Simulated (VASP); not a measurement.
# Pd (Im-3m) in VASP: notebook

Pd is run at these levels: r2SCAN; tasks: single point.

Program: VASP 6.6.1. These are calculated values, not measurements. Logs are shortened: lines on timing, memory, paths and dates and some standing lists are left out, and cuts for length are marked.

### 1 The cell of the first run

Symmetry: Im-3m, No. 229, cubic system. Conventional cell: a = 3.145 Å, b = 3.145 Å, c = 3.145 Å, α = 90.00°, β = 90.00°, γ = 90.00°. Within 3.6 Å of Pd (site symmetry m-3m) lie 14 Pd at 2.72 to 3.14 Å.

### 2 Single point, r2SCAN

Contents of POSCAR:

```
Pd
1.0
   -1.5722810000      1.5722810000      1.5722810000
    1.5722810000     -1.5722810000      1.5722810000
    1.5722810000      1.5722810000     -1.5722810000
Pd
1
Direct
    0.0000000000      0.0000000000      0.0000000000
```

Contents of INCAR.step1:

```
SYSTEM = Pd
ALGO = Normal
EDIFF = 1E-4
ENCUT = 520
GGA = PE
ISMEAR = -1
LASPH = .TRUE.
LCHARG = .FALSE.
LREAL = .FALSE.
LWAVE = .TRUE.
NBANDS = 11
NELM = 80
PREC = Accurate
SIGMA = 0.05
```

Contents of INCAR.step2:

```
SYSTEM = Pd
ALGO = Normal
EDIFF = 1E-7
ENCUT = 520
ISIF = 2
ISMEAR = -1
ISTART = 1
LASPH = .TRUE.
LCHARG = .FALSE.
LMIXTAU = .TRUE.
LREAL = .FALSE.
LWAVE = .FALSE.
METAGGA = R2SCAN
NBANDS = 11
NELM = 80
PREC = Accurate
SIGMA = 0.05
```

Contents of KPOINTS:

```
k-points
0
G
  10 10 10
  0 0 0
```

Potentials or basis: VASP PAW PBE potentials, release 64 (Pd).

Started as:

```
$ cat potpaw_PBE.64/Pd/POTCAR > POTCAR
$ cp INCAR.step1 INCAR
$ mpirun -np 1 vasp_std > vasp.out
$ cp INCAR.step2 INCAR
$ mpirun -np 1 vasp_std > vasp.out
```

OUTCAR:

```text
SYSTEM = Pd
   EDIFF = 1E-7
   ENCUT = 520
   ISIF = 2
   ISMEAR = -1
   ISTART = 1
   LASPH = .TRUE.
   LREAL = .FALSE.
   METAGGA = R2SCAN
   NELM = 80
   PREC = Accurate

 ion  position               nearest neighbor table
   1  0.000  0.000  0.000-

  LATTYP: Found a body centered cubic cell.
 ALAT       =     3.1445620000

  Lattice vectors:

 A1 = (  -1.5722810000,   1.5722810000,   1.5722810000)
 A2 = (   1.5722810000,  -1.5722810000,   1.5722810000)
 A3 = (   1.5722810000,   1.5722810000,  -1.5722810000)

Analysis of symmetry for initial positions (statically):
=====================================================================
 Subroutine PRICEL returns:
 Original cell was already a primitive cell.

 Routine SETGRP: Setting up the symmetry group for a
 body centered cubic supercell.

 Subroutine GETGRP returns: Found 48 space group operations
 (whereof 48 operations were pure point group operations)
 out of a pool of 48 trial point group operations.

The static configuration has the point symmetry O_h .

Analysis of symmetry for dynamics (positions and initial velocities):
=====================================================================
 Subroutine PRICEL returns:
 Original cell was already a primitive cell.

 Routine SETGRP: Setting up the symmetry group for a
 body centered cubic supercell.

 Subroutine GETGRP returns: Found 48 space group operations
 (whereof 48 operations were pure point group operations)
 out of a pool of 48 trial point group operations.

The dynamic configuration has the point symmetry O_h .

 Subroutine INISYM returns: Found 48 space group operations
 (whereof 48 operations are pure point group operations),
 and found     1 'primitive' translations

----------------------------------------------------------------------------------------

                                     Primitive cell

  volume of cell :      15.5471

  direct lattice vectors                    reciprocal lattice vectors
    -1.572281000  1.572281000  1.572281000     0.000000000  0.318009313  0.318009313
     1.572281000 -1.572281000  1.572281000     0.318009313  0.000000000  0.318009313
     1.572281000  1.572281000 -1.572281000     0.318009313  0.318009313  0.000000000

  length of vectors
     2.723270576  2.723270576  2.723270576     0.449733083  0.449733083  0.449733083

  position of ions in fractional coordinates (direct lattice)
     0.000000000  0.000000000  0.000000000

  ion indices of the primitive-cell ions
   primitive index   ion index
                 1           1

----------------------------------------------------------------------------------------

 KPOINTS: k-points

Automatic generation of k-mesh.
 Grid dimensions read from file:
 generate k-points for:   10   10   10

 Generating k-lattice:

  Cartesian coordinates                     Fractional coordinates (reciprocal lattice)
     0.000000000  0.031800931  0.031800931     0.100000000  0.000000000  0.000000000
     0.031800931  0.000000000  0.031800931     0.000000000  0.100000000  0.000000000
     0.031800931  0.031800931  0.000000000     0.000000000  0.000000000  0.100000000

  Length of vectors
     0.044973308  0.044973308  0.044973308

  Shift w.r.t. Gamma in fractional coordinates (k-lattice)
     0.000000000  0.000000000  0.000000000

 Subroutine IBZKPT returns following result:
 ===========================================

 Found     47 irreducible k-points:

 Following reciprocal coordinates:
            Coordinates               Weight
  0.000000  0.000000  0.000000      1.000000
  0.100000  0.000000  0.000000     12.000000
  0.200000  0.000000  0.000000     12.000000
  0.300000  0.000000  0.000000     12.000000
  0.400000  0.000000  0.000000     12.000000
  0.500000  0.000000  0.000000      6.000000
[... 16 lines left out ...]
  0.300000  0.300000  0.100000      8.000000
 -0.300000  0.300000  0.100000     24.000000
 [... further k-points ...]
   k-points           NKPTS =     47   k-points in BZ     NKDIM =     47   number of bands    NBANDS=     11
   number of dos      NEDOS =    301   number of ions     NIONS =      1
   total plane-waves  NPLWV =   8000
   dimension x,y,z NGX =    20 NGY =   20 NGZ =   20
   dimension x,y,z NGXF=    40 NGYF=   40 NGZF=   40
   ions per type =               1
   NGX,Y,Z   is equivalent  to a cutoff of  12.21, 12.21, 12.21 a.u.
   NGXF,Y,Z  is equivalent  to a cutoff of  24.42, 24.42, 24.42 a.u.
 SYSTEM =  Pd
   PREC   = accura    normal or accurate (medium, high low for compatibility)
   ISTART =      1    job   : 0-new  1-cont  2-samecut
   ICHARG =      0    charge: 1-file 2-atom 10-const
   ISPIN  =      1    spin polarized calculation?
   LNONCOLLINEAR =      F non collinear calculations
   LSORBIT =      F    spin-orbit coupling
   LASPH  =      T    aspherical Exc in radial PAW
   ENCUT  =  520.0 eV  38.22 Ry    6.18 a.u.   5.06  5.06  5.06*2*pi/ulx,y,z
   NELM   =     80;   NELMIN=  2; NELMDL=  0     # of ELM steps
[... 26 lines left out ...]
   LHFCALC =     F    Hartree Fock is set to
   AEXX    =    0.0000 exact exchange contribution
   IVDW    =     0    specifies the selected vdW correction
   LEPSILON=     F    determine dielectric tensor
   LRPA    =     F    only Hartree local field effects (RPA)
 non-spin polarized calculation
  energy-cutoff  :      520.00
  volume of cell :       15.55
 maximum number of plane-waves:       430
   NGX = 11   NGY = 11   NGZ = 11

 number of electron      10.0000005 magnetization

 Free energy of the ion-electron system (eV)
  ---------------------------------------------------
  ext. energy  EPLUGINS =         0.00000000
  ---------------------------------------------------
  free energy    TOTEN  =       -22.90675576 eV

  energy without entropy =      -22.89576189  energy(sigma->0) =      -22.90125883

 E-fermi :   8.7854     XC(G=0): -13.7248

 val. band max:        8.7680301162   @ k =  -0.4000   0.4000   0.2000
 cond. band min:       8.8457042249   @ k =  -0.4000   0.5000   0.3000
 fundamental gap:      0.0776741087
 Fermi energy:         8.7853819645

 k-point     1 :       0.0000    0.0000    0.0000
  band No.  band energies     occupation
      1       2.0035      2.00000
      2       5.9519      2.00000
      3       5.9519      2.00000
      4       5.9520      2.00000
      5       7.8007      2.00000
      6       7.8007      2.00000
      7      28.9832      0.00000
      8      28.9832      0.00000
      9      28.9832      0.00000
     10      31.5535      0.00000
     11      37.2098      0.00000

 k-point     2 :       0.1000    0.0000    0.0000
  band No.  band energies     occupation
      1       2.3773      2.00000
      2       5.8322      2.00000
      3       5.9587      2.00000
      4       6.2129      2.00000
      5       7.6719      2.00000
      6       7.8101      2.00000
      7      28.5732      0.00000
      8      28.9616      0.00000
      9      29.4042      0.00000
     10      31.5412      0.00000
     11      34.8267      0.00000

 k-point     3 :       0.2000    0.0000    0.0000
  band No.  band energies     occupation
      1       3.3162      2.00000
      2       5.5310      2.00000
      3       6.0345      2.00000
      4       6.9427      2.00000
      5       7.5039      2.00000
      6       7.8452      2.00000
      7      26.3494      0.00000
      8      28.0782      0.00000
      9      30.5121      0.00000
     10      31.5083      0.00000
     11      33.3614      0.00000

 k-point     4 :       0.3000    0.0000    0.0000
  band No.  band energies     occupation
      1       3.9424      2.00000
      2       5.1806      2.00000
      3       6.9122      2.00000
      4       7.5674      2.00000
      5       7.9103      2.00000
      6       7.9638      2.00000
      7      22.5327      0.00000
      8      26.3769      0.00000
      9      30.1986      0.00000
     10      31.5053      0.00000
     11      31.8802      0.00000
[... 239 lines left out ...]
 k-point    22 :      -0.2000    0.2000    0.1000
  band No.  band energies     occupation
      1       3.6455      2.00000
      2       5.7752      2.00000
      3       6.0542      2.00000
      4       6.8749      2.00000
      5       7.0378      2.00000
      6       8.1519      1.99999
      7      26.5878      0.00000
      8      27.9280      0.00000
      9      29.7272      0.00000
     10      31.4348      0.00000
     11      31.7945      0.00000

 k-point    23 :       0.3000    0.3000    0.1000
  band No.  band energies     occupation
      1       4.6964      2.00000
      2       5.7408      2.00000
      3       5.7408      2.00000
      4       8.0179      2.00000
      5       8.0179      2.00000
      6      17.0698      0.00000
      7      17.0699      0.00000
      8      17.4876      0.00000
      9      23.2480      0.00000
     10      31.5968      0.00000
     11      36.2014      0.00000

 k-point    24 :      -0.3000    0.3000    0.1000
  band No.  band energies     occupation
      1       4.2371      2.00000
      2       5.4499      2.00000
      3       6.3642      2.00000
      4       7.2788      2.00000
      5       7.9037      2.00000
      6       8.5727      1.97196
      7      22.7855      0.00000
      8      26.3808      0.00000
      9      28.3949      0.00000
     10      31.5366      0.00000
     11      32.7584      0.00000

 [... further k-points ...]
[... 5 lines left out ...]
  --------------------------------------------------------------------------------------
  -------------------------------------------------------------------------------------
  Total       -0.4783210     -0.4783210     -0.4783210      0.0000000      0.0000000     -0.0000000
  in kB      -49.2923540    -49.2923540    -49.2923540      0.0000000      0.0000000     -0.0000000
  external PRESSURE =     -49.2923540 kB  Pullay stress =       0.0000000 kB

 VOLUME and BASIS-vectors are now :
 -----------------------------------------------------------------------------
  energy-cutoff  :      520.00
  volume of cell :       15.55
      direct lattice vectors                 reciprocal lattice vectors
    -1.572281000  1.572281000  1.572281000     0.000000000  0.318009313  0.318009313
     1.572281000 -1.572281000  1.572281000     0.318009313  0.000000000  0.318009313
     1.572281000  1.572281000 -1.572281000     0.318009313  0.318009313  0.000000000

 POSITION                                       TOTAL-FORCE (eV/Angst)
 -----------------------------------------------------------------------------------
      0.00000      0.00000      0.00000        -0.000000      0.000000     -0.000000
 -----------------------------------------------------------------------------------
    total drift:                               -0.000000     -0.000000     -0.000000

  FREE ENERGIE OF THE ION-ELECTRON SYSTEM (eV)
  ---------------------------------------------------
  free  energy   TOTEN  =       -22.9067557620 eV

  energy  without entropy=      -22.8957618916  energy(sigma->0) =      -22.90125883
```

It took 60 s on 1 thread of AMD EPYC 7R13, shared host; peak memory 0.1 GiB.

What came out:

```
Free energy            : -22.9068 eV
Pressure               : -4.9 GPa
Band gap on the k mesh : zero (band 5 reaches 9.34 eV, above the bottom of band 6 at 7.80 eV)
```

Caveat: the PAW data sets were made with another functional, which shifts forces and pressure a little.

### 3 Single point, r2SCAN

This run uses another cell than the first one, of 15.86 Å³/atom, 1.020 times its volume.

Contents of POSCAR:

```
Pd
1.0
   -1.5826937604      1.5826937604      1.5826937604
    1.5826937604     -1.5826937604      1.5826937604
    1.5826937604      1.5826937604     -1.5826937604
Pd
1
Direct
    0.0000000000      0.0000000000      0.0000000000
```

Contents of INCAR.step1:

```
SYSTEM = Pd
PREC     = Accurate       ! precision mode
ENCUT    = 520            ! plane-wave cutoff, eV
ISMEAR   = -1             ! smearing method
SIGMA    = 0.05           ! smearing width, eV
LREAL    = .FALSE.        ! projectors in reciprocal space
LASPH    = .TRUE.         ! aspherical terms in the spheres
NELM     = 100            ! most SCF steps
NBANDS   = 11             ! bands
GGA      = PE             ! functional
ALGO     = Normal         ! electronic algorithm
EDIFF    = 1E-4           ! SCF threshold, eV
LWAVE    = .TRUE.         ! write WAVECAR
LCHARG   = .FALSE.        ! write CHGCAR
```

Contents of INCAR.step2:

```
SYSTEM = Pd
PREC     = Accurate       ! precision mode
ENCUT    = 520            ! plane-wave cutoff, eV
EDIFF    = 1E-6           ! SCF threshold, eV
ISMEAR   = -1             ! smearing method
SIGMA    = 0.05           ! smearing width, eV
LREAL    = .FALSE.        ! projectors in reciprocal space
LASPH    = .TRUE.         ! aspherical terms in the spheres
NELM     = 100            ! most SCF steps
ALGO     = Normal         ! electronic algorithm
ISIF     = 2              ! what is computed and relaxed
LWAVE    = .FALSE.        ! write WAVECAR
LCHARG   = .FALSE.        ! write CHGCAR
METAGGA  = R2SCAN         ! meta-GGA
LMIXTAU  = .TRUE.       
NBANDS   = 11             ! bands
ISTART   = 1
```

Contents of KPOINTS:

```
regular mesh
0
G
  10 10 10
  0 0 0
```

Potentials or basis: VASP PAW PBE potentials, release 64 (Pd).

Started as:

```
$ cat potpaw_PBE.64/Pd/POTCAR > POTCAR
$ cp INCAR.step1 INCAR
$ mpirun -np 1 vasp_std > vasp.out
$ cp INCAR.step2 INCAR
$ mpirun -np 1 vasp_std > vasp.out
```

Run time: 46 s. Hardware: 1 thread of AMD EPYC 7R13, shared host; peak memory 0.1 GiB.

It converged, with:

| Property | Result |
| --- | --- |
| Free energy | -22.8945 eV |
| Pressure | -7.8 GPa |
| Band gap on the k mesh | zero (band 5 reaches 9.01 eV, above the bottom of band 6 at 7.52 eV) |

Levels at points of the mesh, in eV from the Fermi level:
```csv
k point,band 3,band 4,band 5,band 6,band 7,band 8
"(0.00, 0.00, 0.00)",-2.74,-2.74,-0.95,-0.95,20.14,20.14
"(0.50, 0.00, 0.00)",-1.01,-0.75,0.53,1.80,7.74,15.72
"(0.50, 0.50, 0.50)",0.18,0.18,0.18,9.50,9.50,9.50
```

Caveat: the PAW data sets were made with another functional, which shifts forces and pressure a little.

### 4 Single point, r2SCAN

This run uses another cell than the first one, of 16.17 Å³/atom, 1.040 times its volume.

Contents of POSCAR:

```
Pd
1.0
   -1.5929712806      1.5929712806      1.5929712806
    1.5929712806     -1.5929712806      1.5929712806
    1.5929712806      1.5929712806     -1.5929712806
Pd
1
Direct
    0.0000000000      0.0000000000      0.0000000000
```

Contents of INCAR.step1:

```
ALGO = Normal
EDIFF = 1E-4
ENCUT = 520
GGA = PE
ISMEAR = -1
LASPH = T
LCHARG = F
LREAL = F
LWAVE = T
NBANDS = 11
NELM = 100
PREC = Accurate
SIGMA = 0.05
```

Contents of INCAR.step2:

```
ALGO = Normal
EDIFF = 1E-6
ENCUT = 520
ISIF = 2
ISMEAR = -1
ISTART = 1
LASPH = T
LCHARG = F
LMIXTAU = T
LREAL = F
LWAVE = F
METAGGA = R2SCAN
NBANDS = 11
NELM = 100
PREC = Accurate
SIGMA = 0.05
```

Contents of KPOINTS:

```
k-points
0
Gamma
  10 10 10
```

Started as:

```
$ cat potpaw_PBE.64/Pd/POTCAR > POTCAR
$ cp INCAR.step1 INCAR
$ mpirun -np 1 vasp_std > vasp.out
$ cp INCAR.step2 INCAR
$ mpirun -np 1 vasp_std > vasp.out
```

Wall time 64 s (1 thread of AMD EPYC 7R13, shared host); peak memory 0.12 GiB.

It converged, with:

```
Free energy            : -22.8770 eV
Pressure               : -10.3 GPa
Band gap on the k mesh : zero (band 5 reaches 8.69 eV, above the bottom of band 6 at 7.25 eV)
```

Levels at points of the mesh, in eV from the Fermi level:
```tsv
k point	band 3	band 4	band 5	band 6	band 7	band 8
(0.00, 0.00, 0.00)	-2.66	-2.66	-0.92	-0.92	20.08	20.08
(0.50, 0.00, 0.00)	-0.98	-0.73	0.52	1.83	7.58	15.66
(0.50, 0.50, 0.50)	0.17	0.17	0.17	9.42	9.42	9.42
```

Caveat: the PAW data sets were made with another functional, which shifts forces and pressure a little.

### 5 Single point, r2SCAN

This run uses another cell than the first one, of 16.48 Å³/atom, 1.060 times its volume.

Contents of POSCAR:

```
Pd
1.0
   -1.6031178681      1.6031178681      1.6031178681
    1.6031178681     -1.6031178681      1.6031178681
    1.6031178681      1.6031178681     -1.6031178681
Pd
1
Direct
    0.0000000000      0.0000000000      0.0000000000
```

Contents of INCAR.step1:

```
SYSTEM = Pd
ALGO     = Normal         ! electronic algorithm
EDIFF    = 1E-4           ! SCF threshold, eV
ENCUT    = 520            ! plane-wave cutoff, eV
GGA      = PE             ! functional
ISMEAR   = -1             ! smearing method
LASPH    = .True.         ! aspherical terms in the spheres
LCHARG   = .False.        ! write CHGCAR
LREAL    = .False.        ! projectors in reciprocal space
LWAVE    = .True.         ! write WAVECAR
NBANDS   = 11             ! bands
NELM     = 80             ! most SCF steps
PREC     = Accurate       ! precision mode
SIGMA    = 0.05           ! smearing width, eV
```

Contents of INCAR.step2:

```
SYSTEM = Pd
ALGO     = Normal         ! electronic algorithm
EDIFF    = 1E-7           ! SCF threshold, eV
ENCUT    = 520            ! plane-wave cutoff, eV
ISIF     = 2              ! what is computed and relaxed
ISMEAR   = -1             ! smearing method
ISTART   = 1            
LASPH    = .True.         ! aspherical terms in the spheres
LCHARG   = .False.        ! write CHGCAR
LMIXTAU  = .True.       
LREAL    = .False.        ! projectors in reciprocal space
LWAVE    = .False.        ! write WAVECAR
METAGGA  = R2SCAN         ! meta-GGA
NBANDS   = 11             ! bands
NELM     = 80             ! most SCF steps
PREC     = Accurate       ! precision mode
SIGMA    = 0.05           ! smearing width, eV
```

Contents of KPOINTS:

```
k-points
0
Gamma
  10 10 10
  0 0 0
```

Started as:

```
$ cat potpaw_PBE.64/Pd/POTCAR > POTCAR
$ cp INCAR.step1 INCAR
$ mpirun -np 1 vasp_std > vasp.out
$ cp INCAR.step2 INCAR
$ mpirun -np 1 vasp_std > vasp.out
```

Wall time 78 s (1 thread of AMD EPYC 7R13, shared host); peak memory 0.12 GiB.

The run converged. Its results:

```yaml
Free_energy: -22.8550 eV
Pressure: -12.4 GPa
Band_gap_on_the_k_mesh: zero (band 5 reaches 8.39 eV, above the bottom of band 6 at 7.00 eV)
```

Levels at points of the mesh, in eV from the Fermi level:
| k point | band 1 | band 2 | band 3 | band 4 | band 5 | band 6 | band 7 | band 8 | band 9 | band 10 |
| --- | --- | --- | --- | --- | --- | --- | --- | --- | --- | --- |
| (0.00, 0.00, 0.00) | -6.33 | -2.58 | -2.58 | -2.58 | -0.89 | -0.89 | 20.02 | 20.02 | 20.02 | 23.00 |
| (0.50, 0.00, 0.00) | -4.61 | -3.61 | -0.95 | -0.71 | 0.50 | 1.87 | 7.43 | 15.59 | 17.56 | 22.93 |
| (0.50, 0.50, 0.50) | -4.55 | -4.55 | 0.17 | 0.17 | 0.17 | 9.35 | 9.35 | 9.35 | 16.66 | 17.12 |

Caveat: the PAW data sets were made with another functional, which shifts forces and pressure a little.

### 6 Overview

| cell | gap on the mesh (eV) | pressure (GPa) |
| --- | --- | --- |
| a = 2.723 Å, angles 109.5°, 1 atom | none | -4.9 |
| a = 2.741 Å, angles 109.5°, 1 atom | none | -7.8 |
| a = 2.759 Å, angles 109.5°, 1 atom | none | -10.3 |
| a = 2.777 Å, angles 109.5°, 1 atom | none | -12.4 |

Alike in all rows: task single point; level r2SCAN; potentials or basis VASP PAW PBE potentials, release 64 (Pd); no spin polarisation; k mesh 10 × 10 × 10; cutoff (eV) 520; smearing fermi-dirac 0.05 eV.

Caveats: the PAW data sets were made with another functional, which shifts forces and pressure a little.

Absolute energies hang on the potentials; compare differences alone.
